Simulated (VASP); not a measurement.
**Rb: single point with LDA**

The system is Rb.

```xyz
1
Lattice="-2.6453 2.6453 2.6453 2.6453 -2.6453 2.6453 2.6453 2.6453 -2.6453" Properties=species:S:1:pos:R:3 pbc="T T T"
Rb    0.0000    0.0000    0.0000
```

```yaml
Program: VASP 6.6.1
Task: single point
Functional: LDA
Potentials_or_basis: VASP PAW LDA potentials, release 64 (Rb_sv)
Cutoff: 520 eV
k_mesh: 14 × 14 × 14
Occupations: gaussian, width 0.15 eV
Spin: no spin polarisation
```

```json
{
  "Pressure": "0.2 GPa",
  "Band gap on the k mesh": "zero (an odd number of electrons rules out a gap without spin polarisation)"
}
```

Levels at points of the mesh, in eV from the Fermi level:
```tsv
k point	band 2	band 3	band 4	band 5	band 6	band 7
(0.00, 0.00, 0.00)	-12.77	-12.77	-12.77	-2.27	3.76	3.76
(0.50, 0.00, 0.00)	-12.97	-12.83	-12.77	0.14	1.03	2.54
(0.50, 0.50, 0.50)	-12.91	-12.91	-12.91	1.10	1.10	3.83
```

It took 42 s on 1 thread of AMD EPYC 9R45 96-Core Processor (Zen 5), with other jobs on the host, peak memory 0.18 GiB.
